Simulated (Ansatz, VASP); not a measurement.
## CeO2 in VASP and in Ansatz

File INCAR:

```
ALGO = Normal
EDIFF = 1E-6
ENCUT = 520
GGA = RE
ISIF = 2
ISMEAR = 0
IVDW = 13
LASPH = T
LCHARG = F
LREAL = F
LWAVE = F
NBANDS = 19
NELM = 80
PREC = Accurate
SIGMA = 0.05
```

The input KPOINTS:

```
k-points
0
Gamma
  8 8 8
```

POSCAR

```
CeO2
1.0
    0.0000000000      2.6972724344      2.6972724344
    2.6972724344      0.0000000000      2.6972724344
    2.6972724344      2.6972724344      0.0000000000
Ce O
1 2
Direct
    0.0000000000      0.0000000000      0.0000000000
    0.2500000000      0.2500000000      0.2500000000
    0.7500000000      0.7500000000      0.7500000000
```

Input for Ansatz:

```yaml
crystal:
  lattice:
    - [0.0, 2.6972724344, 2.6972724344]
    - [2.6972724344, 0.0, 2.6972724344]
    - [2.6972724344, 2.6972724344, 0.0]
  atoms:
    - { symbol: Ce, position: [0.0, 0.0, 0.0] }
    - { symbol: O, position: [0.25, 0.25, 0.25] }
    - { symbol: O, position: [0.75, 0.75, 0.75] }
basis:
  ecutwfc: 420
  ecutrho_ratio: 4
kpoints:
  mp_grid: { grid: [8, 8, 8] }
hamiltonian:
  xc: revpbe
  dispersion: d4
scf:
  occupations: { method: gaussian, width: 0.05 }
output:
  forces: true
  stress: true
  eigenvalues: true
```

Alike in both runs: task single point; functional revPBE; dispersion D4; k mesh 8 × 8 × 8; occupations gaussian, width 0.05 eV; no spin polarisation.

|  | VASP | Ansatz |
| --- | --- | --- |
| version | VASP 6.6.1 | Ansatz 0.2.0 |
| potentials or method | VASP PAW PBE potentials, release 64 (Ce, O), cutoff 520 eV | scalar-relativistic, plane waves, PAW |
| valence electrons in the cell | 24 | 24 |

VASP gave:

* gap on the k mesh at the Fermi level (eV): 1.99
* least direct gap on the mesh (eV): 2.09
* pressure (GPa): 3.7

**Question.** Which values does Ansatz return?

**Answer.** gap on the k mesh at the Fermi level (eV): 2.02; least direct gap on the mesh (eV): 2.13; pressure (GPa): 3.7.

VASP's potentials were made for PBE, not for revPBE.

Spin-orbit coupling is off throughout.
